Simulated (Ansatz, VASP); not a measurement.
## One calculation of WC, two programs

```xyz
2
Lattice="2.9065 0.0000 0.0000 -1.4532 2.5171 0.0000 0.0000 0.0000 2.8366" Properties=species:S:1:pos:R:3 pbc="T T T"
W     0.0000    0.0000    0.0000
C     1.4533    0.8390    1.4183
```

Alike in both runs: task relaxation of cell and atoms; functional revPBE; dispersion D4; k mesh 10 × 10 × 9; occupations fermi-dirac, width 0.05 eV; no spin polarisation.

|  | VASP | Ansatz |
| --- | --- | --- |
| version | VASP 6.6.1 | Ansatz 0.2.0 |
| potentials or method | VASP PAW PBE potentials, release 64 (W_sv, C), cutoff 600 eV | all-electron LAPW, scalar-relativistic |

VASP gave:

```
relaxed volume (Å³/atom)                                     : 10.30
relaxed cell length with the largest relative difference (Å) : 2.900
```

Task: What did Ansatz give for the same quantities?

Result: Relaxed volume (Å³/atom): 10.28; relaxed cell length with the largest relative difference (Å): 2.897.

VASP's potentials were made for PBE, not for revPBE. Ansatz ran all-electron here, and VASP with PAW potentials.

Neither program's run includes spin-orbit coupling.
